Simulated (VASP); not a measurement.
A run of VASP 6.6.1:

Contents of INCAR:

```
SYSTEM = Fe
PREC     = Accurate       ! precision mode
ENCUT    = 520            ! plane-wave cutoff, eV
EDIFF    = 1E-7           ! SCF threshold, eV
ISMEAR   = -1             ! smearing method
SIGMA    = 5E-4           ! smearing width, eV
LREAL    = .False.        ! projectors in reciprocal space
LASPH    = .True.         ! aspherical terms in the spheres
NELM     = 150            ! most SCF steps
ALGO     = Normal         ! electronic algorithm
ISIF     = 2              ! what is computed and relaxed
LWAVE    = .False.        ! write WAVECAR
LCHARG   = .False.        ! write CHGCAR
ISPIN    = 2              ! spin polarisation
MAGMOM   = 4              ! initial moments
LORBIT   = 11             ! projections on sites
LMAXMIX  = 4              ! l up to which the mixer works
GGA      = PE             ! functional
NBANDS   = 14             ! bands
```

The input KPOINTS:

```
Automatic mesh
0
Gamma
  14 14 14
  0 0 0
```

POSCAR

```
Fe
1.0
    0.0000000000      1.7720000000      1.7720000000
    1.7720000000      0.0000000000      1.7720000000
    1.7720000000      1.7720000000      0.0000000000
Fe
1
Direct
    0.0000000000      0.0000000000      0.0000000000
```

Potentials or basis: VASP PAW PBE potentials, release 64 (Fe).

Launch:

```bash
$ cat potpaw_PBE.64/Fe/POTCAR > POTCAR
$ mpirun -np 1 vasp_std > vasp.out
```

Hardware: 1 thread of Intel(R) Xeon(R) Platinum 8259CL CPU @ 2.50GHz (Skylake/Cascade Lake), with other jobs on the host.

Task: Estimate the wall time of this run.

Result: It took 84 s on 1 thread of Intel(R) Xeon(R) Platinum 8259CL CPU @ 2.50GHz (Skylake/Cascade Lake), on a shared host, peak memory 0.15 GiB. Counts: scf iterations 31, k points 104.
